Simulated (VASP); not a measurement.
# KF (Carobbiite) (Fm-3m) in VASP: a series of runs, part 2 of 2

VASP 6.6.1.

## 3. Relaxation of the atoms, PBE

This run uses another cell than the first one, of 7.63 Å³/atom, 0.400 times its volume.

The input, INCAR:

```
  PREC = Accurate
  ENCUT = 520
  EDIFF = 1E-7
  ISMEAR = -1
  SIGMA = 0.03
  LREAL = F
  LASPH = T
  NELM = 80
  ALGO = Normal
  ISIF = 2
  LWAVE = F
  LCHARG = F
  GGA = PE
  IBRION = 2
  NSW = 50
  EDIFFG = -0.01
```

The input, KPOINTS:

```
regular mesh
0
Gamma
  9 9 9
```

The input, POSCAR:

```
KF
1.0
    0.0000000000      1.9686359119      1.9686359119
    1.9686359119      0.0000000000      1.9686359119
    1.9686359119      1.9686359119      0.0000000000
K F
1 1
Direct
    0.0000000000      0.0000000000      0.0000000000
    0.5000000000      0.5000000000      0.5000000000
```

Potentials or basis: VASP PAW PBE potentials, release 64 (K_sv, F).

Run with:

```bash
$ cat potpaw_PBE.64/K_sv/POTCAR potpaw_PBE.64/F/POTCAR > POTCAR
$ mpirun -np 1 vasp_std > vasp.out
```

OUTCAR:

```text
PREC = Accurate
   ENCUT = 520
   EDIFF = 1E-7
   ISMEAR = -1
   LREAL = F
   LASPH = T
   NELM = 80
   ISIF = 2
   GGA = PE
   IBRION = 2
   NSW = 50
   EDIFFG = -0.01

 ion  position               nearest neighbor table
   1  0.000  0.000  0.000-   2 1.97   2 1.97   2 1.97   2 1.97   2 1.97   2 1.97
   2  0.500  0.500  0.500-   1 1.97   1 1.97   1 1.97   1 1.97   1 1.97   1 1.97

  LATTYP: Found a face centered cubic cell.
 ALAT       =     3.9372718238

  Lattice vectors:

 A1 = (   0.0000000000,   1.9686359119,   1.9686359119)
 A2 = (   1.9686359119,   0.0000000000,   1.9686359119)
 A3 = (   1.9686359119,   1.9686359119,   0.0000000000)

Analysis of symmetry for initial positions (statically):
=====================================================================
 Subroutine PRICEL returns:
 Original cell was already a primitive cell.

 Routine SETGRP: Setting up the symmetry group for a
 face centered cubic supercell.

 Subroutine GETGRP returns: Found 48 space group operations
 (whereof 48 operations were pure point group operations)
 out of a pool of 48 trial point group operations.

The static configuration has the point symmetry O_h .
[... 177 lines left out ...]
      7       3.0643      2.00000
      8       3.0643      2.00000
      9      14.3387      0.00000
     10      14.3387      0.00000
     11      14.3387      0.00000
     12      17.4818      0.00000
[... 331 lines left out ...]
 k-point    24 :       0.4444    0.4444    0.0000
  band No.  band energies     occupation
      1     -22.1269      2.00000
      2     -17.4470      2.00000
      3      -9.9225      2.00000
      4      -7.0206      2.00000
      5      -7.0206      2.00000
      6       4.2850      2.00000
      7       4.2850      2.00000
      8       5.1404      2.00000
      9       9.2854      0.00000
     10      19.7265      0.00000
     11      21.0227      0.00000
     12      23.0172      0.00000

 [... further k-points ...]

------------------------ aborting loop because EDIFF is reached ----------------------------------------

  FORCE on cell =-STRESS in cart. coord.  units (eV):
  Direction    XX          YY          ZZ          XY          YZ          ZX
  --------------------------------------------------------------------------------------
  -------------------------------------------------------------------------------------
  Total       28.2809910     28.2809910     28.2809910      0.0000000      0.0000000     -0.0000000
  in kB     2969.4703952   2969.4703952   2969.4703952      0.0000000      0.0000000     -0.0000000
  external PRESSURE =    2969.4703952 kB  Pullay stress =       0.0000000 kB

 VOLUME and BASIS-vectors are now :
 -----------------------------------------------------------------------------
  energy-cutoff  :      520.00
  volume of cell :       15.26
      direct lattice vectors                 reciprocal lattice vectors
     0.000000000  1.968635912  1.968635912    -0.253982972  0.253982972  0.253982972
     1.968635912  0.000000000  1.968635912     0.253982972 -0.253982972  0.253982972
     1.968635912  1.968635912  0.000000000     0.253982972  0.253982972 -0.253982972

 POSITION                                       TOTAL-FORCE (eV/Angst)
 -----------------------------------------------------------------------------------
      0.00000      0.00000      0.00000        -0.000000     -0.000000     -0.000000
      1.96864      1.96864      1.96864         0.000000      0.000000      0.000000
 -----------------------------------------------------------------------------------
    total drift:                                0.000000     -0.000000      0.000000

  FREE ENERGIE OF THE ION-ELECTRON SYSTEM (eV)
  ---------------------------------------------------
  free  energy   TOTEN  =         0.7655985412 eV

  energy  without entropy=        0.7655985412  energy(sigma->0) =        0.76559854

 reached required accuracy - stopping structural energy minimisation
```

OSZICAR:

```text
N       E                     dE             d eps       ncg     rms          rms(c)
DAV:   1     0.137059641907E+03    0.13706E+03   -0.99980E+03   848   0.150E+03
DAV:   2     0.307244458774E+01   -0.13399E+03   -0.11928E+03   944   0.381E+02
DAV:   3    -0.913872476770E+00   -0.39863E+01   -0.39636E+01  1080   0.665E+01
DAV:   4    -0.100848973864E+01   -0.94617E-01   -0.94576E-01   984   0.104E+01
DAV:   5    -0.101466183231E+01   -0.61721E-02   -0.61719E-02  1196   0.185E+00    0.282E+01
DAV:   6     0.790230082120E+00    0.18049E+01   -0.52120E+00   924   0.412E+01    0.271E+01
DAV:   7     0.769462369821E+00   -0.20768E-01   -0.44872E-01   976   0.721E+00    0.152E+01
DAV:   8     0.763141660441E+00   -0.63207E-02   -0.62969E-02  1028   0.428E+00    0.539E-01
DAV:   9     0.764932880455E+00    0.17912E-02   -0.27267E-02  1040   0.266E+00    0.247E-01
DAV:  10     0.765648480855E+00    0.71560E-03   -0.38569E-03   964   0.938E-01    0.795E-02
DAV:  11     0.765586199847E+00   -0.62281E-04   -0.23765E-04  1032   0.228E-01    0.286E-02
DAV:  12     0.765596041715E+00    0.98419E-05   -0.21521E-05  1124   0.795E-02    0.158E-02
DAV:  13     0.765598282985E+00    0.22413E-05   -0.20846E-05  1000   0.695E-02    0.784E-03
DAV:  14     0.765598550626E+00    0.26764E-06   -0.22161E-06   992   0.222E-02    0.694E-04
DAV:  15     0.765598541180E+00   -0.94458E-08   -0.84223E-08   688   0.380E-03
   1 F= 0.76559854E+00 E0= 0.76559854E+00  d E =0.765599E+00
```

It took 4.1 s on 1 thread of Intel Xeon 6975P-C (Granite Rapids), shared host; peak memory 0.13 GiB.

What came out:

```yaml
Free_energy: 0.7656 eV
Pressure_after_relaxing: 296.9 GPa
Band_gap_on_the_k_mesh: 3.91 eV, indirect (least direct gap 4.14 eV)
```

Final structure:
```yaml
crystal:
  lattice:
    - [0.00000, 1.96864, 1.96864]
    - [1.96864, 0.00000, 1.96864]
    - [1.96864, 1.96864, 0.00000]
  atoms:
    - { symbol: K, position: [0.00000, 0.00000, 0.00000] }
    - { symbol: F, position: [0.50000, 0.50000, 0.50000] }
```

Caveat: the relaxation stopped at its first step, so nothing moved.

## 4. Relaxation of the atoms, PBE

This run uses another cell than the first one, of 10.49 Å³/atom, 0.550 times its volume.

The input, INCAR:

```
ALGO     = Normal         # electronic algorithm
EDIFF    = 1E-6           # SCF threshold, eV
EDIFFG   = -0.01          # ionic threshold
ENCUT    = 520            # plane-wave cutoff, eV
GGA      = PE             # functional
IBRION   = 2              # ionic algorithm
ISIF     = 2              # what is computed and relaxed
ISMEAR   = -1             # smearing method
LASPH    = T              # aspherical terms in the spheres
LCHARG   = F              # write CHGCAR
LREAL    = F              # projectors in reciprocal space
LWAVE    = F              # write WAVECAR
NELM     = 60             # most SCF steps
NSW      = 50             # ionic steps
PREC     = Accurate       # precision mode
SIGMA    = 0.03           # smearing width, eV
```

The input, KPOINTS:

```
k-points
0
Gamma
  9 9 9
```

The input, POSCAR:

```
KF
1.0
    0.0000000000      2.1891035368      2.1891035368
    2.1891035368      0.0000000000      2.1891035368
    2.1891035368      2.1891035368      0.0000000000
K F
1 1
Direct
    0.0000000000      0.0000000000      0.0000000000
    0.5000000000      0.5000000000      0.5000000000
```

Run with:

```bash
$ cat potpaw_PBE.64/K_sv/POTCAR potpaw_PBE.64/F/POTCAR > POTCAR
$ mpirun -np 1 vasp_std > vasp.out
```

Run time: 3.8 s. Hardware: 1 thread of Intel Xeon 6975P-C (Granite Rapids), shared host; peak memory 0.14 GiB.

Results (log left out):

* Free energy: -5.3889 eV
* Pressure after relaxing: 91.7 GPa
* Band gap on the k mesh: 6.91 eV, indirect (least direct gap 7.05 eV)

Final structure:
```cif
data_structure
_symmetry_space_group_name_H-M 'P 1'
_symmetry_Int_Tables_number 1
_cell_length_a 3.0959
_cell_length_b 3.0959
_cell_length_c 3.0959
_cell_angle_alpha 60.000
_cell_angle_beta 60.000
_cell_angle_gamma 60.000
_cell_volume 20.98
loop_
_atom_site_label
_atom_site_type_symbol
_atom_site_fract_x
_atom_site_fract_y
_atom_site_fract_z
_atom_site_occupancy
K1 K 0.00000 0.00000 0.00000 1
F1 F 0.50000 0.50000 0.50000 1
```

Levels at points of the mesh, in eV from the valence-band top:
| k point | band 4 | band 5 | band 6 | band 7 | band 8 | band 9 | band 10 | band 11 | band 12 |
| --- | --- | --- | --- | --- | --- | --- | --- | --- | --- |
| (0.00, 0.00, 0.00) | -8.62 | -8.62 | -0.91 | -0.91 | -0.91 | 9.77 | 10.81 | 10.81 | 10.81 |

Caveat: the relaxation stopped at its first step, so nothing moved. A k mesh can miss the band edges.

## 5. Summary

| task | cell | gap on the mesh (eV) | pressure (GPa) |
| --- | --- | --- | --- |
| single point | a = 3.779 Å, angles 60.0°, 2 atoms | 6.17 | 1.4 |
| relaxation of the atoms | atoms relaxed from a = 2.784 Å, angles 60.0°, 2 atoms | 3.91 | 296.9 |
| relaxation of the atoms | atoms relaxed from a = 3.096 Å, angles 60.0°, 2 atoms | 6.91 | 91.7 |

Alike in all rows: level PBE; potentials or basis VASP PAW PBE potentials, release 64 (K_sv, F); no spin polarisation; k mesh 9 × 9 × 9; cutoff (eV) 520; smearing fermi-dirac 0.03 eV.

Caveats: the relaxation stopped at its first step, so nothing moved (some runs).

Total energies depend on the potentials used, so only differences within one code and one set of settings carry meaning.
